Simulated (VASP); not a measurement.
# Se: single point with PBEsol

The system is Se.

```
Se
1.0
    -1.53310    1.53310    1.70345
     1.53310   -1.53310    1.70345
     1.53310    1.53310   -1.70345
Se
1
Direct
  0.00000 0.00000 0.00000
```

This cell differs from its parent crystal: strain -0.1000 x Voigt [1, 1, 0, 0, 0, 0].

```yaml
Program: VASP 6.6.1
Task: single point
Functional: PBEsol
Potentials_or_basis: VASP PAW PBE potentials, release 64 (Se)
Cutoff: 520 eV
k_mesh: 20 × 20 × 20
Occupations: gaussian, width 0.15 eV
Spin: no spin polarisation
```

```yaml
Pressure: 24.2 GPa
Band_gap_on_the_k_mesh: zero (bands 3 and 4 overlap by 9.18 eV)
```

Stress tensor (GPa, compression positive):
```
26.85  0.00  0.00
 0.00 26.85  0.00
 0.00  0.00 18.92
```

Levels at points of the mesh, in eV from the Fermi level:
```tsv
k point	band 1	band 2	band 3	band 4	band 5	band 6	band 7
(0.00, 0.00, 0.00)	-18.66	4.20	4.41	4.41	12.31	12.31	14.56
(0.50, 0.00, 0.00)	-13.76	-8.99	0.68	3.30	7.75	8.77	16.77
(0.50, 0.50, 0.00)	-13.08	-8.64	-0.58	1.56	6.02	6.64	21.09
(0.50, 0.50, 0.50)	-9.94	-5.70	-3.49	-3.49	2.55	3.31	25.00
```

Run time: 42 s on 1 thread of Intel(R) Xeon(R) Platinum 8375C CPU @ 2.90GHz (Ice Lake), with other jobs on the host, peak memory 0.21 GiB.

Caveat: the cell differs from its parent crystal (strain -0.1000 x Voigt [1, 1, 0, 0, 0, 0]); the stress differs along the axes, from 19 to 27 GPa; the PAW data sets were made with another functional, which shifts forces and pressure a little.
